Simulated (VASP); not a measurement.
Set up this calculation in VASP 6.6.1, as the native input.

| Property | Result |
| --- | --- |
| Task | single point |
| Functional | PBE |
| Potentials or basis | VASP PAW PBE potentials, release 64 (Be, C) |
| Cutoff | 600 eV |
| k mesh | 12 × 12 × 10 |
| Occupations | gaussian, width 0.1 eV |
| Spin | no spin polarisation |
| Dipole correction | no |
| Further INCAR settings | ALGO = Normal; EDIFF = 1e-06; NBANDS = 14 |

The structure of Be4C lies in POSCAR:

```
Be4C
1.0
    3.0852638128      0.0000000000      0.0000000000
    0.0000000000      3.0852638128      0.0000000000
    0.0000000000      0.0000000000      4.2941361255
Be C
4 1
Direct
    0.5000000000      0.0000000000      0.2502137104
    0.0000000000      0.5000000000      0.7497862896
    0.5000000000      0.0000000000      0.7497862896
    0.0000000000      0.5000000000      0.2502137104
    0.0000000000      0.0000000000      0.0000000000
```

This cell differs from its parent crystal: atoms taken out.

The input as run:

INCAR

```
PREC = Accurate ; ENCUT = 600
EDIFF = 1E-6 ; ISMEAR = 0
SIGMA = 0.1 ; LREAL = F
LASPH = T ; NELM = 120
ALGO = Normal ; ISIF = 2
LWAVE = F ; LCHARG = T
GGA = PE ; LELF = T
LVHAR = T ; NBANDS = 14
GGA_COMPAT = F
```

KPOINTS

```
regular mesh
0
Gamma
  12 12 10
```

Potentials or basis: VASP PAW PBE potentials, release 64 (Be, C).

The run is started by

```sh
$ cat potpaw_PBE.64/Be/POTCAR potpaw_PBE.64/C/POTCAR > POTCAR
$ mpirun -np 1 vasp_std > vasp.out
```

Results of the run:

The pressure is 0.2 GPa. The largest force is 0.020 eV/Å and the band gap on the k mesh is zero (bands 6 and 7 overlap by 3.34 eV).

Caveat: the cell differs from its parent crystal (atoms taken out).

Run time: 40 s on 1 thread of Intel(R) Xeon(R) 6975P-C (Granite Rapids), on a shared host, peak memory 0.24 GiB.
